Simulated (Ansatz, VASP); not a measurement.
## Two plane-wave programs on SiC

The input POSCAR:

```
SiC
1.0
    3.3237640817      0.0000000000      0.0000000000
   -1.6618820408      2.8784641310      0.0000000000
    0.0000000000      0.0000000000      9.6736983763
Si C
4 4
Direct
    0.6666666667      0.3333333333      0.9378376197
    0.3333333333      0.6666666667      0.4378376197
    0.0000000000      0.0000000000      0.6878931817
    0.0000000000      0.0000000000      0.1878931817
    0.6666666667      0.3333333333      0.7498040034
    0.3333333333      0.6666666667      0.2498040034
    0.0000000000      0.0000000000      0.5004641952
    0.0000000000      0.0000000000      0.0004641952
```

Contents of INCAR.step1:

```
SYSTEM = SiC
PREC     = Accurate       ! precision mode
ENCUT    = 520            ! plane-wave cutoff, eV
ISMEAR   = 0              ! smearing method
SIGMA    = 0.05           ! smearing width, eV
LREAL    = .FALSE.        ! projectors in reciprocal space
LASPH    = .TRUE.         ! aspherical terms in the spheres
NELM     = 60             ! most SCF steps
NBANDS   = 26             ! bands
GGA      = PE             ! functional
ALGO     = Normal         ! electronic algorithm
EDIFF    = 1E-4           ! SCF threshold, eV
LWAVE    = .TRUE.         ! write WAVECAR
LCHARG   = .FALSE.        ! write CHGCAR
```

INCAR.step2

```
SYSTEM = SiC
PREC     = Accurate       ! precision mode
ENCUT    = 520            ! plane-wave cutoff, eV
EDIFF    = 1E-6           ! SCF threshold, eV
ISMEAR   = 0              ! smearing method
SIGMA    = 0.05           ! smearing width, eV
LREAL    = .FALSE.        ! projectors in reciprocal space
LASPH    = .TRUE.         ! aspherical terms in the spheres
NELM     = 60             ! most SCF steps
ALGO     = Normal         ! electronic algorithm
ISIF     = 2              ! what is computed and relaxed
LWAVE    = .FALSE.        ! write WAVECAR
LCHARG   = .FALSE.        ! write CHGCAR
METAGGA  = R2SCAN         ! meta-GGA
LMIXTAU  = .TRUE.       
NBANDS   = 26             ! bands
ISTART   = 1
```

KPOINTS

```
regular mesh
0
G
  12 12 4
  0 0 0
```

Input for Ansatz:

```yaml
crystal:
  lattice:
    - [3.3237640817, 0.0, 0.0]
    - [-1.6618820408, 2.878464131, 0.0]
    - [0.0, 0.0, 9.6736983763]
  atoms:
    - { symbol: Si, position: [0.6666666667, 0.3333333333, 0.9378376197] }
    - { symbol: Si, position: [0.3333333333, 0.6666666667, 0.4378376197] }
    - { symbol: Si, position: [0.0, 0.0, 0.6878931817] }
    - { symbol: Si, position: [0.0, 0.0, 0.1878931817] }
    - { symbol: C, position: [0.6666666667, 0.3333333333, 0.7498040034] }
    - { symbol: C, position: [0.3333333333, 0.6666666667, 0.2498040034] }
    - { symbol: C, position: [0.0, 0.0, 0.5004641952] }
    - { symbol: C, position: [0.0, 0.0, 0.0004641952] }
basis:
  ecutwfc: 500
kpoints:
  mp_grid: { grid: [12, 12, 4] }
hamiltonian:
  xc: r2scan
scf:
  occupations: { method: gaussian, width: 0.05 }
output:
  forces: true
  stress: true
  eigenvalues: true
```

Change from the starting cell: strain +0.080 along x and y, -0.040 along z, atoms carried along.

Alike in both runs: task single point; functional r2SCAN; k mesh 12 × 12 × 4; occupations gaussian, width 0.05 eV; no spin polarisation.

|  | VASP | Ansatz |
| --- | --- | --- |
| version | VASP 6.6.1 | Ansatz 0.2.0 |
| potentials or method | VASP PAW PBE potentials, release 64 (Si, C), cutoff 520 eV | scalar-relativistic, plane waves, PAW |
| valence electrons in the cell | 32 | 32 |

```csv
,VASP,Ansatz,Ansatz less VASP
gap on the k mesh at the Fermi level (eV),1.90,1.91,+0.003
least direct gap on the mesh (eV),2.86,2.85,-0.004
pressure (GPa),-17.2,-17.1,+0.10
"traceless stress, the component that is largest in VASP (GPa)",36.66,36.51,-0.147
rms of the force components (eV/Å),0.586,0.590,+0.0035
```

VASP's potentials were made for PBE, not for r2SCAN. Atom by atom the forces differ by 0.004 eV/Å (rms over components). With one functional, cell and mesh, what is left measures potentials, basis and numerics.
